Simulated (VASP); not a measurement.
## GaN: single point with r2SCAN

Crystal: GaN.

```
CELL_PARAMETERS angstrom
3.18310 0.00000 0.00000
-1.59155 2.75664 0.00000
0.00000 0.00000 5.18360
ATOMIC_POSITIONS crystal
Ga 0.33333 0.66667 0.00393
Ga 0.66667 0.33333 0.49429
N 0.33333 0.66667 0.37633
N 0.66667 0.33333 0.87545
```

This cell differs from its parent crystal: mode 6 (335.5 1/cm) frozen in, largest displacement +0.025 Å.

```yaml
Program: VASP 6.6.1
Task: single point
Functional: r2SCAN
Potentials_or_basis: VASP PAW PBE potentials, release 64 (Ga_d, N)
Cutoff: 520 eV
k_mesh: 12 × 12 × 6
Occupations: gaussian, width 0.05 eV
Spin: no spin polarisation
```

The pressure is 1.3 GPa. The largest force is 0.736 eV/Å and the band gap on the k mesh is 2.31 eV, direct.

Forces on the atoms (eV/Å):
```
Ga   0.000  0.000 -0.736
Ga   0.000  0.000  0.691
N    0.000  0.000  0.016
N    0.000  0.000  0.028
```

Levels at points of the mesh, in eV from the valence-band top:
```csv
k point,band 15,band 16,band 17,band 18,band 19,band 20,band 21,band 22
"(0.00, 0.00, 0.00)",-1.12,-0.06,0.00,0.00,2.31,4.79,9.93,10.55
"(0.50, 0.00, 0.00)",-4.32,-2.88,-2.26,-1.04,5.53,6.11,6.52,9.32
"(0.00, 0.00, 0.50)",-0.75,-0.75,-0.40,-0.40,4.63,4.85,9.07,9.25
"(0.50, 0.00, 0.50)",-2.23,-2.06,-1.89,-1.84,4.85,4.87,8.31,8.47
```

Run time: 4.2 min on 1 thread of Intel(R) Xeon(R) Platinum 8488C (Sapphire Rapids), with other jobs on the host, peak memory 0.23 GiB.

Caveat: the cell differs from its parent crystal (mode 6 (335.5 1/cm) frozen in, largest displacement +0.025 Å); the PAW data sets were made with another functional, which shifts forces and pressure a little.
